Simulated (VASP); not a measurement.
Runs of VASP 6.6.1 on AgCl. The structure is that of space group F-43m (No. 216), or close to it. The cells are those of the table. 

```csv
level,cell,k mesh,gap on the mesh (eV),pressure (GPa)
r2SCAN,"a = 4.233 Å, angles 60.0°, 2 atoms",6 × 6 × 6,1.60,0.0
PBE,"a = 4.241 Å, angles 60.0°, 2 atoms",6 × 6 × 6,1.26,0.9
r2SCAN,"a = 4.275 Å, angles 60.0°, 2 atoms",6 × 6 × 6,(a),-1.0
r2SCAN,"a = 4.190 Å, angles 60.0°, 2 atoms",6 × 6 × 6,1.56,1.1
PBE,"a = 4.197 Å, angles 60.0°, 2 atoms",6 × 6 × 6,1.22,2.1
r2SCAN,"a = 4.147 Å, angles 60.0°, 2 atoms",6 × 6 × 6,1.52,2.5
PBE,"a = 4.368 Å, angles 60.0°, 2 atoms",6 × 6 × 6,1.36,-1.6
PBE,"a = 4.233 Å, angles 60.0°, 2 atoms",8 × 8 × 8,1.25,1.1
r2SCAN,"a = 4.233 Å, angles 60.0°, 2 atoms",8 × 8 × 8,1.60,0.0
PBE,"a = 4.327 Å, angles 60.0°, 2 atoms",6 × 6 × 6,(c),(d)
r2SCAN,"a = 4.316 Å, angles 60.0°, 2 atoms",6 × 6 × 6,(b),-1.8
PBE,"a = 4.284 Å, angles 60.0°, 2 atoms",6 × 6 × 6,1.29,-0.1
```

Alike in all rows: task single point; potentials or basis VASP PAW PBE potentials, release 64 (Ag, Cl); no spin polarisation; cutoff (eV) 520; smearing gaussian 0.01 eV.

Question: Estimate the missing entries.

Answer: (a) 1.64; (b) 1.67; (c) 1.33; (d) -0.9.

Caveats: the PAW data sets were made with another functional, which shifts forces and pressure a little (some runs).

A k mesh can miss the band edges, and the runs leave out spin-orbit coupling on Ag.
